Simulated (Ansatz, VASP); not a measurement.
## Mg: VASP beside Ansatz

INCAR

```
  PREC = Accurate
  ENCUT = 600
  EDIFF = 1E-7
  ISMEAR = 0
  SIGMA = 0.1
  LREAL = False
  LASPH = True
  NELM = 120
  ALGO = Normal
  ISIF = 3
  LWAVE = False
  LCHARG = False
  GGA = PS
  IBRION = 2
  NSW = 80
  EDIFFG = -0.01
  GGA_COMPAT = False
  NELMIN = 4
```

File KPOINTS:

```
regular mesh
0
Gamma
  16 16 16
```

The input POSCAR:

```
Mg
1.0
   -1.8639160872      1.8639160872      1.8639160872
    1.8639160872     -1.8639160872      1.8639160872
    1.8639160872      1.8639160872     -1.8639160872
Mg
1
Direct
    0.0000000000      0.0000000000      0.0000000000
```

Input for Ansatz:

```yaml
crystal:
  lattice:
    - [-1.8639160872, 1.8639160872, 1.8639160872]
    - [1.8639160872, -1.8639160872, 1.8639160872]
    - [1.8639160872, 1.8639160872, -1.8639160872]
  atoms:
    - { symbol: Mg, position: [0.0, 0.0, 0.0] }
basis:
  ecutwfc: 420
kpoints:
  mp_grid: { grid: [16, 16, 16] }
hamiltonian:
  xc: pbesol
scf:
  occupations: { method: gaussian, width: 0.1 }
output:
  forces: true
  stress: true
  eigenvalues: true
relax:
  adjacent_minimum: "off"
  f_tol: 0.01
  max_steps: 60
  cell: { stress_tol: 0.1 }
```

Alike in both runs: task relaxation of cell and atoms; functional PBEsol; k mesh 16 × 16 × 16; occupations gaussian, width 0.1 eV; no spin polarisation.

|  | VASP | Ansatz |
| --- | --- | --- |
| version | VASP 6.6.1 | Ansatz 0.2.0 |
| potentials or method | VASP PAW PBE potentials, release 64 (Mg), cutoff 600 eV | scalar-relativistic, plane waves, PAW |
| valence electrons in the cell | 2 | 10 |

Ansatz gave:

* gap on the k mesh at the Fermi level, each at its own relaxed structure (eV): none
* relaxed volume (Å³/atom): 22.53
* relaxed cell length with the largest relative difference (Å): 3.082

Which values does VASP return?

gap on the k mesh at the Fermi level, each at its own relaxed structure (eV): none; relaxed volume (Å³/atom): 22.46; relaxed cell length with the largest relative difference (Å): 3.078.

VASP's potentials were made for PBE, not for PBEsol. A gap of «none» marks a metal or a gap that the smearing closes. VASP's potentials hold 2 valence electrons a cell and Ansatz's 10, so a difference there can come from the potentials and not from the codes.
